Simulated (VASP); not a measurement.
**BN: single point with PBE**

The system is BN.

```xyz
4
Lattice="2.5040 0.0000 0.0000 -1.2520 2.1685 0.0000 0.0000 0.0000 6.6612" Properties=species:S:1:pos:R:3 pbc="T T T"
B    -0.0636    1.3820    1.6653
B     1.3156    0.7865    4.9959
N     0.0636    1.5093    4.9959
N     1.1884    0.6593    1.6653
```

This cell differs from its parent crystal: mode 4 (44.6 1/cm) frozen in, largest displacement -0.090 Å.

| Item | Value |
| --- | --- |
| Program | VASP 6.6.1 |
| Task | single point |
| Functional | PBE |
| Potentials or basis | VASP PAW PBE potentials, release 64 (B, N) |
| Cutoff | 520 eV |
| k mesh | 12 × 12 × 4 |
| Occupations | gaussian, width 0.05 eV |
| Spin | no spin polarisation |

| Item | Value |
| --- | --- |
| Pressure | 3.4 GPa |
| Largest force | 0.008 eV/Å |
| Band gap on the k mesh | 3.95 eV, indirect (least direct gap 4.32 eV) |

Forces on the atoms (eV/Å):
```
B    0.007  0.005  0.000
B   -0.007 -0.005  0.000
N   -0.002 -0.006  0.000
N    0.002  0.006  0.000
```

Stress tensor (GPa, compression positive):
```
 3.63 -0.09  0.00
-0.09  3.80  0.00
 0.00  0.00  2.77
```

Levels at points of the mesh, in eV from the valence-band top:
```tsv
k point	band 6	band 7	band 8	band 9	band 10	band 11
(0.00, 0.00, 0.00)	-1.39	-1.36	-1.35	5.18	10.22	11.48
(0.50, 0.00, 0.00)	-4.14	-1.54	-0.39	3.95	5.80	9.48
(0.00, 0.50, 0.00)	-4.14	-1.43	-0.59	4.45	5.38	9.47
(0.50, 0.50, 0.00)	-4.14	-1.47	-0.53	4.30	5.50	9.46
(0.00, 0.00, 0.50)	-1.37	-1.37	-1.37	7.53	7.53	11.55
(0.50, 0.00, 0.50)	-4.17	-0.98	-0.98	4.68	4.68	9.84
(0.00, 0.50, 0.50)	-4.17	-0.97	-0.97	4.68	4.68	9.87
(0.50, 0.50, 0.50)	-4.17	-0.97	-0.97	4.68	4.68	9.86
```

Run time: 110 s on 1 thread of AMD EPYC 7R43 64-Core Processor (Zen 3) (shared host), peak memory 0.19 GiB.

Caveat: the cell differs from its parent crystal (mode 4 (44.6 1/cm) frozen in, largest displacement -0.090 Å); this functional lacks dispersion, which binds the layers, so the pressure and a relaxed spacing across them are unreliable. A k mesh can miss the band edges.
